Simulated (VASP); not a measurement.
# Sb (Fm-3m) in VASP: a series of runs

Runs on Sb. Level: PBE. Tasks: single point.

All numbers are computed with VASP 6.6.1; they aren't measurements. Logs are shortened: lines on timing, memory, paths and dates and some standing lists are left out, and cuts for length are marked.

## Step 1: The cell of the first run

The structure is cubic, space group Fm-3m (No. 225). The conventional cell has a = 4.042 Å, b = 4.042 Å, c = 4.042 Å, α = 90.00°, β = 90.00°, γ = 90.00°. Sb (site symmetry m-3m) has 12 Sb at 2.86 Å within 3.8 Å.

## Step 2: Single point, PBE (volume scaled by 0.6)

The input, INCAR:

```
SYSTEM = Sb
PREC = Accurate
ENCUT = 520
EDIFF = 1E-6
ISMEAR = -1
SIGMA = 0.08
LREAL = .False.
LASPH = .True.
NELM = 60
ALGO = Normal
ISIF = 2
LWAVE = .False.
LCHARG = .False.
GGA = PE
NBANDS = 8
```

The input, KPOINTS:

```
Automatic mesh
0
Gamma
  15 15 15
  0 0 0
```

The input, POSCAR:

```
Sb
1.0
    0.0000000000      2.0208354593      2.0208354593
    2.0208354593      0.0000000000      2.0208354593
    2.0208354593      2.0208354593      0.0000000000
Sb
1
Direct
    0.0000000000      0.0000000000      0.0000000000
```

Potentials or basis: VASP PAW PBE potentials, release 64 (Sb).

Launch:

```console
> cat potpaw_PBE.64/Sb/POTCAR > POTCAR
> mpirun -np 1 vasp_std > vasp.out
```

OUTCAR:

```text
SYSTEM = Sb
   PREC = Accurate
   ENCUT = 520
   EDIFF = 1E-6
   ISMEAR = -1
   LREAL = .False.
   LASPH = .True.
   NELM = 60
   ISIF = 2
   GGA = PE

 ion  position               nearest neighbor table
   1  0.000  0.000  0.000-

  LATTYP: Found a face centered cubic cell.
 ALAT       =     4.0416709186

  Lattice vectors:

 A1 = (   0.0000000000,   2.0208354593,   2.0208354593)
 A2 = (   2.0208354593,   0.0000000000,   2.0208354593)
 A3 = (   2.0208354593,   2.0208354593,   0.0000000000)

Analysis of symmetry for initial positions (statically):
=====================================================================
 Subroutine PRICEL returns:
 Original cell was already a primitive cell.

 Routine SETGRP: Setting up the symmetry group for a
 face centered cubic supercell.

 Subroutine GETGRP returns: Found 48 space group operations
 (whereof 48 operations were pure point group operations)
 out of a pool of 48 trial point group operations.

The static configuration has the point symmetry O_h .

Analysis of symmetry for dynamics (positions and initial velocities):
=====================================================================
 Subroutine PRICEL returns:
 Original cell was already a primitive cell.

 Routine SETGRP: Setting up the symmetry group for a
 face centered cubic supercell.

 Subroutine GETGRP returns: Found 48 space group operations
 (whereof 48 operations were pure point group operations)
 out of a pool of 48 trial point group operations.

The dynamic configuration has the point symmetry O_h .

 Subroutine INISYM returns: Found 48 space group operations
 (whereof 48 operations are pure point group operations),
 and found     1 'primitive' translations

----------------------------------------------------------------------------------------

                                     Primitive cell

  volume of cell :      16.5053

  direct lattice vectors                    reciprocal lattice vectors
     0.000000000  2.020835459  2.020835459    -0.247422420  0.247422420  0.247422420
     2.020835459  0.000000000  2.020835459     0.247422420 -0.247422420  0.247422420
     2.020835459  2.020835459  0.000000000     0.247422420  0.247422420 -0.247422420

  length of vectors
     2.857892914  2.857892914  2.857892914     0.428548203  0.428548203  0.428548203

  position of ions in fractional coordinates (direct lattice)
     0.000000000  0.000000000  0.000000000

  ion indices of the primitive-cell ions
[... 70 lines left out ...]
   LSORBIT =      F    spin-orbit coupling
   LASPH  =      T    aspherical Exc in radial PAW
   ENCUT  =  520.0 eV  38.22 Ry    6.18 a.u.   5.31  5.31  5.31*2*pi/ulx,y,z
   NELM   =     60;   NELMIN=  2; NELMDL= -5     # of ELM steps
   EDIFF  = 0.1E-05   stopping-criterion for ELM
   LREAL  =      F    real-space projection
   EDIFFG = 0.1E-04   stopping-criterion for IOM
   NSW    =      0    number of steps for IOM
   IBRION =     -1    ionic relax: 0-MD 1-quasi-New 2-CG
   NFREE  =      0    steps in history (QN), initial steepest desc. (CG)
   ISIF   =      2    stress and relaxation
   ISYM   =      2    0-nonsym 1-usesym 2-fastsym
   POTIM  = 0.5000    time-step for ionic-motion
   TEBEG  =    0.0;   TEEND  =   0.0 temperature during run
   PSTRESS=    0.0 pullay stress
   NELECT =       5.0000    total number of electrons
   NUPDOWN=      -1.0000    fix difference up-down
   EMIN   =  10.00;   EMAX   =-10.00  energy-range for DOS
   EFERMI =   0.00;   METHOD = LEGACY
   ISMEAR =    -1;   SIGMA  =   0.08  broadening in eV -4-tet -1-fermi 0-gaus
   EFERMI_NEDOS =   21; number of points for ismear=-14 and -15
   IALGO  =     38    algorithm
   IMIX   =      4    mixing-type and parameters
     AMIX     =   0.40;   BMIX     =  1.00
     AMIX_MAG =   1.60;   BMIX_MAG =  1.00
  volume/ion in A,a.u.               =      16.51       111.38
  Fermi-wavevector in a.u.,A,eV,Ry     =   1.099488  2.077731 16.447731  1.208874
  Thomas-Fermi vector in A             =   2.235883
   LORBIT       =      0    0 simple, 1 ext, 2 COOP (PROOUT), +10 PAW based schemes
   GGA     = PE    functional components
   LHFCALC =     F    Hartree Fock is set to
   AEXX    =    0.0000 exact exchange contribution
   IVDW    =     0    specifies the selected vdW correction
   LEPSILON=     F    determine dielectric tensor
   LRPA    =     F    only Hartree local field effects (RPA)
 non-spin polarized calculation
  energy-cutoff  :      520.00
  volume of cell :       16.51
 maximum number of plane-waves:       459
 NGX is ok and might be reduce to    24
   NGX = 11   NGY = 11   NGZ = 11

 number of electron       5.0000000 magnetization

 Free energy of the ion-electron system (eV)
  ---------------------------------------------------
  ext. energy  EPLUGINS =         0.00000000
  ---------------------------------------------------
  free energy    TOTEN  =        -1.76615375 eV

  energy without entropy =       -1.75641237  energy(sigma->0) =       -1.76128306

 E-fermi :  16.5469     XC(G=0): -12.5160

 val. band max:       16.4971665261   @ k =  -0.4667   0.4000   0.0667
 cond. band min:      16.5932164064   @ k =  -0.3333   0.3333   0.1333
 fundamental gap:      0.0960498803
 Fermi energy:        16.5469077574

 k-point     1 :       0.0000    0.0000    0.0000
  band No.  band energies     occupation
      1      -1.3925      2.00000
      2      26.0987      0.00000
      3      26.0987      0.00000
      4      26.0987      0.00000
      5      26.1242      0.00000
      6      28.3397      0.00000
      7      28.3397      0.00000
      8      28.3397      0.00000
[... 243 lines left out ...]
 k-point    24 :       0.2000    0.1333    0.0000
  band No.  band energies     occupation
      1      -0.1834      2.00000
      2      20.3925      0.00000
      3      22.0172      0.00000
      4      23.7042      0.00000
      5      25.0660      0.00000
      6      26.3358      0.00000
      7      31.4062      0.00000
      8      32.8209      0.00000

 [... further k-points ...]
[... 5 lines left out ...]
  --------------------------------------------------------------------------------------
  -------------------------------------------------------------------------------------
  Total       10.1218147     10.1218147     10.1218147      0.0000000      0.0000000     -0.0000000
  in kB      982.5306511    982.5306511    982.5306511      0.0000000      0.0000000     -0.0000000
  external PRESSURE =     982.5306511 kB  Pullay stress =       0.0000000 kB

 VOLUME and BASIS-vectors are now :
 -----------------------------------------------------------------------------
  energy-cutoff  :      520.00
  volume of cell :       16.51
      direct lattice vectors                 reciprocal lattice vectors
     0.000000000  2.020835459  2.020835459    -0.247422420  0.247422420  0.247422420
     2.020835459  0.000000000  2.020835459     0.247422420 -0.247422420  0.247422420
     2.020835459  2.020835459  0.000000000     0.247422420  0.247422420 -0.247422420

 POSITION                                       TOTAL-FORCE (eV/Angst)
 -----------------------------------------------------------------------------------
      0.00000      0.00000      0.00000        -0.000000      0.000000      0.000000
 -----------------------------------------------------------------------------------
    total drift:                                0.000000     -0.000000     -0.000000

  FREE ENERGIE OF THE ION-ELECTRON SYSTEM (eV)
  ---------------------------------------------------
  free  energy   TOTEN  =        -1.7661537533 eV

  energy  without entropy=       -1.7564123651  energy(sigma->0) =       -1.76128306
```

stdout:

```text
POSCAR found type information on POSCAR Sb
 POSCAR found :  1 types and       1 ions
 scaLAPACK will be used
 LDA part: xc-table for (Slater+PW92), standard interpolation
 POSCAR, INCAR and KPOINTS ok, starting setup
 FFT: planning ... GRIDC
 FFT: planning ... GRID_SOFT
 FFT: planning ... GRID
 WAVECAR not read
 entering main loop
```

It took 18 s on 1 thread of Intel Xeon 8259CL, shared host; peak memory 0.14 GiB.

What came out:

- Free energy: -1.7662 eV
- Pressure: 98.3 GPa

Levels at points of the mesh, in eV from the Fermi level:
```
           k point  band 1  band 2  band 3  band 4  band 5  band 6
(0.00, 0.00, 0.00)  -17.94    9.55    9.55    9.55    9.58   11.79
```

Caveat: spin-orbit coupling is left out, which moves the levels of the heavy elements.

## Step 3: Single point, PBE (volume scaled by 0.68)

The input, INCAR:

```
PREC = Accurate
ENCUT = 520
EDIFF = 1E-6
ISMEAR = -1
SIGMA = 0.08
LREAL = F
LASPH = T
NELM = 60
ALGO = Normal
ISIF = 2
LWAVE = F
LCHARG = T
GGA = PE
LELF = T
LVHAR = T
NBANDS = 8
```

The input, KPOINTS:

```
Automatic mesh
0
Gamma
  15 15 15
```

The input, POSCAR:

```
Sb
1.0
    0.0000000000      2.1069303278      2.1069303278
    2.1069303278      0.0000000000      2.1069303278
    2.1069303278      2.1069303278      0.0000000000
Sb
1
Direct
    0.0000000000      0.0000000000      0.0000000000
```

Potentials or basis: VASP PAW PBE potentials, release 64 (Sb).

Launch:

```console
> cat potpaw_PBE.64/Sb/POTCAR > POTCAR
> mpirun -np 1 vasp_std > vasp.out
```

OUTCAR:

```text
PREC = Accurate
   ENCUT = 520
   EDIFF = 1E-6
   ISMEAR = -1
   LREAL = F
   LASPH = T
   NELM = 60
   ISIF = 2
   GGA = PE

 ion  position               nearest neighbor table
   1  0.000  0.000  0.000-

  LATTYP: Found a face centered cubic cell.
 ALAT       =     4.2138606556

  Lattice vectors:

 A1 = (   0.0000000000,   2.1069303278,   2.1069303278)
 A2 = (   2.1069303278,   0.0000000000,   2.1069303278)
 A3 = (   2.1069303278,   2.1069303278,   0.0000000000)

Analysis of symmetry for initial positions (statically):
=====================================================================
 Subroutine PRICEL returns:
 Original cell was already a primitive cell.

 Routine SETGRP: Setting up the symmetry group for a
 face centered cubic supercell.

 Subroutine GETGRP returns: Found 48 space group operations
 (whereof 48 operations were pure point group operations)
 out of a pool of 48 trial point group operations.

The static configuration has the point symmetry O_h .

Analysis of symmetry for dynamics (positions and initial velocities):
[... 152 lines left out ...]
  ---------------------------------------------------
  free energy    TOTEN  =        -2.78951027 eV

  energy without entropy =       -2.77922118  energy(sigma->0) =       -2.78436572

 E-fermi :  14.1960     XC(G=0): -11.9065

 val. band max:       14.1842395741   @ k =  -0.4667   0.4000   0.0667
 cond. band min:      14.2230259207   @ k =   0.3333   0.2000   0.0667
 fundamental gap:      0.0387863465
 Fermi energy:        14.1960240992

 k-point     1 :       0.0000    0.0000    0.0000
  band No.  band energies     occupation
      1      -2.2683      2.00000
      2      22.5541      0.00000
      3      22.5541      0.00000
      4      22.5541      0.00000
      5      24.0456      0.00000
      6      25.4271      0.00000
      7      25.4271      0.00000
      8      25.4271      0.00000
[... 243 lines left out ...]
 k-point    24 :       0.2000    0.1333    0.0000
  band No.  band energies     occupation
      1      -1.1756      2.00000
      2      17.5655      0.00000
      3      19.0458      0.00000
      4      20.4548      0.00000
      5      22.1125      0.00000
      6      23.8047      0.00000
      7      28.4083      0.00000
      8      29.4290      0.00000

 [... further k-points ...]
[... 5 lines left out ...]
  --------------------------------------------------------------------------------------
  -------------------------------------------------------------------------------------
  Total        6.4059112      6.4059112      6.4059112      0.0000000     -0.0000000     -0.0000000
  in kB      548.6696958    548.6696958    548.6696958      0.0000000     -0.0000000     -0.0000000
  external PRESSURE =     548.6696958 kB  Pullay stress =       0.0000000 kB

 VOLUME and BASIS-vectors are now :
 -----------------------------------------------------------------------------
  energy-cutoff  :      520.00
  volume of cell :       18.71
      direct lattice vectors                 reciprocal lattice vectors
     0.000000000  2.106930328  2.106930328    -0.237312071  0.237312071  0.237312071
     2.106930328  0.000000000  2.106930328     0.237312071 -0.237312071  0.237312071
     2.106930328  2.106930328  0.000000000     0.237312071  0.237312071 -0.237312071

 POSITION                                       TOTAL-FORCE (eV/Angst)
 -----------------------------------------------------------------------------------
      0.00000      0.00000      0.00000         0.000000      0.000000      0.000000
 -----------------------------------------------------------------------------------
    total drift:                                0.000000      0.000000     -0.000000

  FREE ENERGIE OF THE ION-ELECTRON SYSTEM (eV)
  ---------------------------------------------------
  free  energy   TOTEN  =        -2.7895102677 eV

  energy  without entropy=       -2.7792211753  energy(sigma->0) =       -2.78436572
```

OSZICAR:

```text
N       E                     dE             d eps       ncg     rms          rms(c)
DAV:   1     0.675434102042E+01    0.67543E+01   -0.17869E+03  2000   0.421E+02
DAV:   2    -0.272530267510E+01   -0.94796E+01   -0.88721E+01  2688   0.571E+01
DAV:   3    -0.280652605255E+01   -0.81223E-01   -0.80919E-01  2448   0.606E+00
DAV:   4    -0.280668910396E+01   -0.16305E-03   -0.16305E-03  3016   0.310E-01
DAV:   5    -0.280668931433E+01   -0.21037E-06   -0.21063E-06  2536   0.656E-03    0.347E+00
DAV:   6    -0.279581982127E+01    0.10869E-01   -0.29956E-04  2680   0.134E-01    0.210E+00
DAV:   7    -0.278953558874E+01    0.62842E-02   -0.75294E-04  2504   0.204E-01    0.391E-02
DAV:   8    -0.278951184514E+01    0.23744E-04   -0.36757E-05  2408   0.352E-02    0.490E-03
DAV:   9    -0.278951032697E+01    0.15182E-05   -0.12086E-06  2984   0.667E-03    0.115E-03
DAV:  10    -0.278951026767E+01    0.59300E-07   -0.85090E-08  2024   0.195E-03
   1 F= -.27895103E+01 E0= -.27843657E+01  d E =-.102891E-01
```

It took 21 s on 1 thread of Intel Xeon 8259CL, shared host; peak memory 0.15 GiB.

Results:

- Free energy: -2.7895 eV
- Pressure: 54.9 GPa

Caveat: spin-orbit coupling is left out, which moves the levels of the heavy elements.

## Step 4: Single point, PBE (volume scaled by 0.76)

The input, INCAR:

```
ALGO     = Normal         # electronic algorithm
EDIFF    = 1E-6           # SCF threshold, eV
ENCUT    = 520            # plane-wave cutoff, eV
GGA      = PE             # functional
ISIF     = 2              # what is computed and relaxed
ISMEAR   = -1             # smearing method
LASPH    = T              # aspherical terms in the spheres
LCHARG   = F              # write CHGCAR
LREAL    = F              # projectors in reciprocal space
LWAVE    = F              # write WAVECAR
NBANDS   = 8              # bands
NELM     = 80             # most SCF steps
PREC     = Accurate       # precision mode
SIGMA    = 0.08           # smearing width, eV
```

The input, KPOINTS:

```
k-points
0
Gamma
  15 15 15
```

The input, POSCAR:

```
Sb
1.0
    0.0000000000      2.1865113417      2.1865113417
    2.1865113417      0.0000000000      2.1865113417
    2.1865113417      2.1865113417      0.0000000000
Sb
1
Direct
    0.0000000000      0.0000000000      0.0000000000
```

Potentials or basis: VASP PAW PBE potentials, release 64 (Sb).

Launch:

```console
> cat potpaw_PBE.64/Sb/POTCAR > POTCAR
> mpirun -np 1 vasp_std > vasp.out
```

OUTCAR:

```text
EDIFF = 1E-6
   ENCUT = 520
   GGA = PE
   ISIF = 2
   ISMEAR = -1
   LASPH = T
   LREAL = F
   NELM = 80
   PREC = Accurate

 ion  position               nearest neighbor table
   1  0.000  0.000  0.000-

  LATTYP: Found a face centered cubic cell.
 ALAT       =     4.3730226834

  Lattice vectors:

 A1 = (   0.0000000000,   2.1865113417,   2.1865113417)
 A2 = (   2.1865113417,   0.0000000000,   2.1865113417)
 A3 = (   2.1865113417,   2.1865113417,   0.0000000000)

Analysis of symmetry for initial positions (statically):
[... 433 lines left out ...]
      2      15.2406      0.00000
      3      16.6387      0.00000
      4      17.6654      0.00000
      5      19.9736      0.00000
      6      21.7465      0.00000
      7      25.8598      0.00000
      8      26.5914      0.00000

 [... further k-points ...]
[... 5 lines left out ...]
  --------------------------------------------------------------------------------------
  -------------------------------------------------------------------------------------
  Total        3.9260032      3.9260032      3.9260032     -0.0000000      0.0000000      0.0000000
  in kB      300.8680200    300.8680200    300.8680200     -0.0000000      0.0000000      0.0000000
  external PRESSURE =     300.8680200 kB  Pullay stress =       0.0000000 kB

 VOLUME and BASIS-vectors are now :
 -----------------------------------------------------------------------------
  energy-cutoff  :      520.00
  volume of cell :       20.91
      direct lattice vectors                 reciprocal lattice vectors
     0.000000000  2.186511342  2.186511342    -0.228674780  0.228674780  0.228674780
     2.186511342  0.000000000  2.186511342     0.228674780 -0.228674780  0.228674780
     2.186511342  2.186511342  0.000000000     0.228674780  0.228674780 -0.228674780

 POSITION                                       TOTAL-FORCE (eV/Angst)
 -----------------------------------------------------------------------------------
      0.00000      0.00000      0.00000         0.000000      0.000000      0.000000
 -----------------------------------------------------------------------------------
    total drift:                                0.000000     -0.000000      0.000000

  FREE ENERGIE OF THE ION-ELECTRON SYSTEM (eV)
  ---------------------------------------------------
  free  energy   TOTEN  =        -3.3575056323 eV

  energy  without entropy=       -3.3455461349  energy(sigma->0) =       -3.35152588
```

Run time: 18 s. Hardware: 1 thread of Intel Xeon 8259CL, shared host; peak memory 0.15 GiB.

What came out:

| Quantity | Value |
| --- | --- |
| Free energy | -3.3575 eV |
| Pressure | 30.1 GPa |

Levels at points of the mesh, in eV from the Fermi level:
| k point | band 1 | band 2 | band 3 | band 4 | band 5 | band 6 |
| --- | --- | --- | --- | --- | --- | --- |
| (0.00, 0.00, 0.00) | -15.27 | 7.34 | 7.34 | 7.34 | 10.02 | 10.79 |

Caveat: spin-orbit coupling is left out, which moves the levels of the heavy elements.

## Step 5: The runs side by side

```csv
cell,gap on the mesh (eV),pressure (GPa)
"a = 2.858 Å, angles 60.0°, 1 atom",none,98.3
"a = 2.980 Å, angles 60.0°, 1 atom",none,54.9
"a = 3.092 Å, angles 60.0°, 1 atom",none,30.1
```

Alike in all rows: task single point; level PBE; potentials or basis VASP PAW PBE potentials, release 64 (Sb); no spin polarisation; k mesh 15 × 15 × 15; cutoff (eV) 520; smearing fermi-dirac 0.08 eV.

Caveats: spin-orbit coupling is left out, which moves the levels of the heavy elements.

Absolute energies hang on the potentials; compare differences alone.
